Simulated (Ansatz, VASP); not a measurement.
## Two plane-wave programs on FeCo

File INCAR:

```
SYSTEM = FeCo
PREC     = Accurate       ! precision mode
ENCUT    = 520            ! plane-wave cutoff, eV
EDIFF    = 1E-8           ! SCF threshold, eV
ISMEAR   = -1             ! smearing method
SIGMA    = 0.05           ! smearing width, eV
LREAL    = .FALSE.        ! projectors in reciprocal space
LASPH    = .TRUE.         ! aspherical terms in the spheres
NELM     = 200            ! most SCF steps
ALGO     = Normal         ! electronic algorithm
ISIF     = 2              ! what is computed and relaxed
LWAVE    = .FALSE.        ! write WAVECAR
LCHARG   = .FALSE.        ! write CHGCAR
ISPIN    = 2              ! spin polarisation
MAGMOM   = 3 2            ! initial moments
LORBIT   = 11             ! projections on sites
LMAXMIX  = 4              ! l up to which the mixer works
GGA      = PE             ! functional
LEFG     = .TRUE.       
NBANDS   = 20             ! bands
GGA_COMPAT= .FALSE.
```

KPOINTS

```
regular mesh
0
G
  11 11 11
  0 0 0
```

File POSCAR:

```
FeCo
1.0
    2.8570000000      0.0000000000      0.0000000000
    0.0000000000      2.8570000000      0.0000000000
    0.0000000000      0.0000000000      2.8570000000
Fe Co
1 1
Direct
    0.5000000000      0.5000000000      0.5000000000
    0.0000000000      0.0000000000      0.0000000000
```

Input for Ansatz:

```yaml
crystal:
  lattice:
    - [2.857, 0.0, 0.0]
    - [0.0, 2.857, 0.0]
    - [0.0, 0.0, 2.857]
  atoms:
    - { symbol: Fe, position: [0.5, 0.5, 0.5], spin: 3.0 }
    - { symbol: Co, position: [0.0, 0.0, 0.0], spin: 2.0 }
magnetization:
  spin_polarized: true
kpoints:
  mp_grid: { grid: [11, 11, 11] }
  band_path:
    path:
      - [0.0, 0.0, 0.0]
      - [0.0, 0.5, 0.0]
      - [0.5, 0.5, 0.0]
      - [0.0, 0.0, 0.0]
      - [0.5, 0.5, 0.5]
      - [0.0, 0.5, 0.0]
      - [0.5, 0.5, 0.5]
      - [0.5, 0.5, 0.0]
    npoints: 14
scf:
  occupations: { method: fermi_dirac, width: 0.05 }
hamiltonian:
  xc: pbe
  pseudopotentials: { kind: paw }
output:
  forces: true
  stress: true
  eigenvalues: true
  efg: { contact_densities: true }
  populations: true
  bader: true
  dos: { projected: true, de: 0.2, e_range: [-14, 8] }
  write_density: true
  write_potential: true
  elf: true
  volumetric_format: npy
```

Alike in both runs: task electric field gradients; functional PBE; k mesh 11 × 11 × 11; occupations fermi-dirac, width 0.05 eV; collinear spin.

|  | VASP | Ansatz |
| --- | --- | --- |
| version | VASP 6.6.1 | Ansatz 0.2.0 |
| potentials or method | VASP PAW PBE potentials, release 64 (Fe, Co) | PAW with Ansatz's default frozen-core files, scalar-relativistic |
| plane-wave cutoff (eV) | 520 | 420 |
| valence electrons in the cell | 17 | 33 |

```tsv
	VASP	Ansatz	Ansatz less VASP
pressure (GPa)	-3.1	-2.6	+0.55
net moment per atom (μB)	2.25	2.26	+0.011
size of the moment on the site where the two differ most (μB)	1.75	1.83	+0.073
```

Site moments also hang on the region over which each program counts them. VASP's potentials hold 17 valence electrons a cell and Ansatz's 33, so a difference there can come from the potentials and not from the codes.
